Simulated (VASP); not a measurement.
A run of VASP 6.6.1 is set up as follows.

INCAR

```
  PREC = Accurate
  ENCUT = 520
  EDIFF = 1E-6
  ISMEAR = 0
  SIGMA = 0.1
  LREAL = Auto
  LASPH = T
  NELM = 80
  ALGO = Normal
  ISIF = 2
  LWAVE = F
  LCHARG = T
  LDIPOL = T
  IDIPOL = 3
  DIPOL = 0.5 0.5 0.500
  GGA = CA
  LELF = T
  LVHAR = T
  LVACPOTAV = T
  NBANDS = 116
```

The input KPOINTS:

```
Automatic mesh
0
Gamma
  7 7 1
```

POSCAR

```
SnSe
1.0
    3.0100000000     -3.0100000000      0.0000000000
    3.0100000000      3.0100000000      0.0000000000
    0.0000000000      0.0000000000     42.0900000000
Sn Se
10 10
Direct
    0.0000000000      0.0000000000      0.1781895937
    0.5000000000      0.5000000000      0.2497030173
    0.0000000000      0.0000000000      0.3212164410
    0.5000000000      0.5000000000      0.3927298646
    0.0000000000      0.0000000000      0.4642432882
    0.5000000000      0.5000000000      0.5357567118
    0.0000000000      0.0000000000      0.6072701354
    0.5000000000      0.5000000000      0.6787835590
    0.0000000000      0.0000000000      0.7502969827
    0.5000000000      0.5000000000      0.8218104063
    0.0000000000      0.0000000000      0.2497030173
    0.5000000000      0.5000000000      0.1781895937
    0.0000000000      0.0000000000      0.3927298646
    0.5000000000      0.5000000000      0.3212164410
    0.0000000000      0.0000000000      0.5357567118
    0.5000000000      0.5000000000      0.4642432882
    0.0000000000      0.0000000000      0.6787835590
    0.5000000000      0.5000000000      0.6072701354
    0.0000000000      0.0000000000      0.8218104063
    0.5000000000      0.5000000000      0.7502969827
```

Potentials or basis: VASP PAW LDA potentials, release 64 (Sn_d, Se).

Launch:

```bash
$ cat potpaw_LDA.64/Sn_d/POTCAR potpaw_LDA.64/Se/POTCAR > POTCAR
$ mpirun -np 1 vasp_std > vasp.out
```

Problem. What does it give for the band gap on the k mesh?

Solution. 0.28 eV.

Problem. What does it give for the largest force?

Solution. 0.561 eV/Å.

Forces in eV/Å, atoms in the order of the input:
```
Sn   0.000  0.000  0.561
Sn   0.000  0.000 -0.368
Sn   0.000  0.000  0.079
Sn   0.000  0.000 -0.012
Sn   0.000  0.000 -0.004
Sn   0.000  0.000  0.004
Sn   0.000  0.000  0.012
Sn   0.000  0.000 -0.079
Sn   0.000  0.000  0.368
Sn   0.000  0.000 -0.561
Se   0.000  0.000 -0.334
Se   0.000  0.000  0.392
Se   0.000  0.000 -0.002
Se   0.000  0.000  0.036
Se   0.000  0.000  0.028
Se   0.000  0.000 -0.028
Se   0.000  0.000 -0.036
Se   0.000  0.000  0.002
Se   0.000  0.000 -0.392
Se   0.000  0.000  0.334
```

Caveat: spin-orbit coupling is left out, which moves the levels of the heavy elements.
